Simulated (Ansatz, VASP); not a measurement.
**Ge in VASP and in Ansatz**

```
CELL_PARAMETERS angstrom
4.06322 0.00000 0.00000
-2.03161 3.51886 0.00000
0.00000 0.00000 20.03493
ATOMIC_POSITIONS crystal
Ge 0.00000 0.00000 0.60443
Ge 0.00000 0.00000 0.27034
Ge 0.66667 0.33333 0.43748
Ge 0.66667 0.33333 0.77142
Ge 0.66667 0.33333 0.10448
Ge 0.33333 0.66667 0.93730
Ge 0.00000 0.00000 0.39557
Ge 0.00000 0.00000 0.72966
Ge 0.66667 0.33333 0.22858
Ge 0.66667 0.33333 0.56252
Ge 0.66667 0.33333 0.89552
Ge 0.33333 0.66667 0.06270
```

Alike in both runs: functional PBE; k mesh 12 × 12 × 2; occupations gaussian, width 0.01 eV; no spin polarisation.

Ansatz relaxed the structure, and its values are those at the end. VASP's run is a single point on that final structure, the one shown.

|  | VASP | Ansatz |
| --- | --- | --- |
| version | VASP 6.6.1 | Ansatz 0.2.0 |
| potentials or method | VASP PAW PBE potentials, release 64 (Ge_d), cutoff 520 eV | scalar-relativistic, plane waves, PAW |
| valence electrons in the cell | 168 | 168 |

|  | VASP | Ansatz | Ansatz less VASP |
| --- | --- | --- | --- |
| gap on the k mesh at the Fermi level (eV) | none | none | - |
| pressure (GPa) | -0.1 | 0.0 | +0.04 |
| rms of the force components (eV/Å) | 0.003 | 0.003 | +0.0002 |

A gap of «none» marks a metal or a gap that the smearing closes.
